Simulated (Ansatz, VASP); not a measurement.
**WS2: VASP beside Ansatz**

INCAR

```
SYSTEM = WS2
PREC = Accurate
ENCUT = 520
EDIFF = 1E-6
ISMEAR = 0
SIGMA = 0.05
LREAL = .False.
LASPH = .True.
NELM = 60
ALGO = Normal
ISIF = 2
LWAVE = .False.
LCHARG = .False.
GGA = PE
IVDW = 12
NBANDS = 20
```

Contents of KPOINTS:

```
Automatic mesh
0
Gamma
  12 12 12
  0 0 0
```

The input POSCAR:

```
WS2
1.0
    1.5000503651      0.8660544821      6.4714965000
   -1.5000503651      0.8660544821      6.4714965000
    0.0000000000     -1.7321089641      6.4714965000
W S
1 2
Direct
    0.0000000000      0.0000000000      0.0000000000
    0.7503000000      0.7503000000      0.7503000000
    0.5810000000      0.5810000000      0.5810000000
```

Input for Ansatz:

```yaml
crystal:
  lattice:
    - [1.5000503651, 0.8660544821, 6.4714965]
    - [-1.5000503651, 0.8660544821, 6.4714965]
    - [0.0, -1.7321089641, 6.4714965]
  atoms:
    - { symbol: W, position: [0.0, 0.0, 0.0] }
    - { symbol: S, position: [0.7503, 0.7503, 0.7503] }
    - { symbol: S, position: [0.581, 0.581, 0.581] }
basis:
  ecutwfc: 420
kpoints:
  mp_grid: { grid: [12, 12, 12] }
hamiltonian:
  xc: pbe
  dispersion: d3bj
scf:
  occupations: { method: gaussian, width: 0.05 }
output:
  forces: true
  stress: true
  eigenvalues: true
```

Change from the starting cell: strain -0.050 along x and y, +0.050 along z, atoms carried along.

Alike in both runs: task single point; functional PBE; dispersion D3(BJ); k mesh 12 × 12 × 12; occupations gaussian, width 0.05 eV; no spin polarisation.

|  | VASP | Ansatz |
| --- | --- | --- |
| version | VASP 6.6.1 | Ansatz 0.2.0 |
| potentials or method | VASP PAW PBE potentials, release 64 (W_sv, S), cutoff 520 eV | scalar-relativistic, plane waves, PAW |
| valence electrons in the cell | 26 | 26 |

Ansatz gave:

- gap on the k mesh at the Fermi level (eV): 1.27
- least direct gap on the mesh (eV): 2.17
- pressure (GPa): 9.9
- traceless stress, the component that is largest in VASP (GPa): -13.11
- rms of the force components (eV/Å): 0.281

Q: Estimate VASP's values.

A: gap on the k mesh at the Fermi level (eV): 1.27; least direct gap on the mesh (eV): 2.17; pressure (GPa): 9.9; traceless stress, the component that is largest in VASP (GPa): -13.15; rms of the force components (eV/Å): 0.281.

Atom by atom the forces differ by 0.002 eV/Å (rms over components).

Spin-orbit coupling is off throughout.
